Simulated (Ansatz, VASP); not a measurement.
HgTe in VASP and in Ansatz

INCAR

```
ALGO     = Normal         # electronic algorithm
EDIFF    = 1E-6           # SCF threshold, eV
ENCUT    = 520            # plane-wave cutoff, eV
GGA      = PE             # functional
ISIF     = 2              # what is computed and relaxed
ISMEAR   = -1             # smearing method
LASPH    = True           # aspherical terms in the spheres
LCHARG   = False          # write CHGCAR
LREAL    = False          # projectors in reciprocal space
LWAVE    = False          # write WAVECAR
NBANDS   = 16             # bands
NELM     = 80             # most SCF steps
PREC     = Accurate       # precision mode
SIGMA    = 0.08           # smearing width, eV
```

Contents of KPOINTS:

```
k-points
0
Gamma
  10 10 10
```

Contents of POSCAR:

```
HgTe
1.0
    0.0292150000      2.9361075000      2.9361075000
    2.9361075000      0.0292150000      2.9361075000
    2.9361075000      2.9361075000      0.0292150000
Hg Te
1 1
Direct
    0.0000000000      0.0000000000      0.0000000000
    0.5000000000      0.5000000000      0.5000000000
```

Input for Ansatz:

```yaml
crystal:
  lattice:
    - [0.029215, 2.9361075, 2.9361075]
    - [2.9361075, 0.029215, 2.9361075]
    - [2.9361075, 2.9361075, 0.029215]
  atoms:
    - { symbol: Hg, position: [0.0, 0.0, 0.0] }
    - { symbol: Te, position: [0.5, 0.5, 0.5] }
kpoints:
  mp_grid: { grid: [10, 10, 10] }
  band_path:
    path:
      - [0.0, 0.0, 0.0]
      - [0.5, 0.5, 0.5]
      - [0.247543133, 0.5, 0.752456867]
      - [-0.247543133, 0.247543133, 0.5]
      - [0.0, 0.0, 0.5]
      - [0.0, 0.0, 0.0]
      - [-0.3737715665, 0.0, 0.3737715665]
      - [0.0, 0.3737715665, 0.6262284335]
      - [0.0, 0.5, 0.5]
    npoints: 5
scf:
  occupations: { method: fermi_dirac, width: 0.08 }
hamiltonian:
  xc: pbe
  pseudopotentials: { kind: all_electron, lapw: { basis_error: 0.001 } }
output:
  forces: true
  stress: true
  eigenvalues: true
```

Change from the starting cell: equal xy, yz and zx shear strains of +1 %.

Alike in both runs: task single point; functional PBE; k mesh 10 × 10 × 10; occupations fermi-dirac, width 0.08 eV; no spin polarisation.

```csv
,VASP,Ansatz
version,VASP 6.6.1,Ansatz 0.2.0
potentials or method,"VASP PAW PBE potentials, release 64 (Hg, Te), cutoff 520 eV","all-electron LAPW, scalar-relativistic"
```

Ansatz gave:

* pressure (GPa): 10.4
* traceless stress, the component that is largest in VASP (GPa): -0.17

**Question.** Estimate VASP's values.

**Answer.** Pressure (GPa): 10.6; traceless stress, the component that is largest in VASP (GPa): -0.16.

Ansatz ran all-electron here, and VASP with PAW potentials.

Neither program's run includes spin-orbit coupling.
